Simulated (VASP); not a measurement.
# Al: single point with PBEsol

Crystal: Al.

```
Al
1.0
     0.00000    2.00797    2.00797
     2.00797    0.00000    2.00797
     2.00797    2.00797    0.00000
Al
1
Direct
  0.00000 0.00000 0.00000
```

```
Program             : VASP 6.6.1
Task                : single point
Functional          : PBEsol
Potentials or basis : VASP PAW PBE potentials, release 64 (Al)
Cutoff              : 500 eV
k mesh              : 22 × 22 × 22
Occupations         : fermi-dirac, width 0.05 eV
Spin                : no spin polarisation
```

```
Pressure : 0.0 GPa
```

Levels at points of the mesh, in eV from the Fermi level:
```tsv
k point	band 1	band 2	band 3	band 4	band 5	band 6
(0.00, 0.00, 0.00)	-11.23	12.73	12.73	12.73	14.36	14.36
(0.50, 0.00, 0.00)	-4.64	-4.37	11.55	11.55	11.62	11.62
(0.50, 0.50, 0.00)	-2.94	-1.58	5.29	5.70	5.70	9.26
```

It used 72 s of CPU time on 1 thread of AMD EPYC 7R13 Processor (Zen 3), on a shared host.

Caveat: the PAW data sets were made with another functional, which shifts forces and pressure a little.
